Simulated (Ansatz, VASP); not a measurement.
## CuO in VASP and in Ansatz

```
Cu O
1.0
    -2.34185    1.71130    0.00000
     0.85003    0.00000   -5.05787
    -2.34185   -5.13390    0.00000
Cu O
4 4
Direct
  0.24800 0.00060 0.24330
  0.74800 0.00060 0.74330
  0.99800 0.50060 0.49330
  0.49800 0.50060 0.99330
  0.70720 0.75060 0.28410
  0.20720 0.75060 0.78410
  0.78880 0.25060 0.20250
  0.30482 0.24579 0.75612
```

Alike in both runs: functional PBEsol; k mesh 9 × 5 × 5; occupations fermi-dirac, width 0.05 eV; no spin polarisation; Hubbard terms Cu d U = 4.5 eV.

```csv
,VASP,Ansatz
version,VASP 6.6.1,Ansatz 0.2.0
potentials or method,"VASP PAW PBE potentials, release 64 (Cu, O)",Ansatz PAW
plane-wave cutoff (eV),520,420
valence electrons in the cell,68,100
task,single point,band structure
```

```tsv
	VASP	Ansatz	Ansatz less VASP
gap on the k mesh at the Fermi level (eV)	none	none	-
pressure (GPa)	-2.6	2.6	+5.19
traceless stress, the component that is largest in VASP (GPa)	2.35	2.07	-0.279
rms of the force components (eV/Å)	0.692	0.762	+0.0705
```

VASP's potentials were made for PBE, not for PBEsol. The programs project onto different local orbitals, so the same U acts differently, and such runs can settle in different states. Atom by atom the forces differ by 0.095 eV/Å (rms over components). A gap of «none» marks a metal or a gap that the smearing closes. VASP's potentials hold 68 valence electrons a cell and Ansatz's 100, so a difference there can come from the potentials and not from the codes.
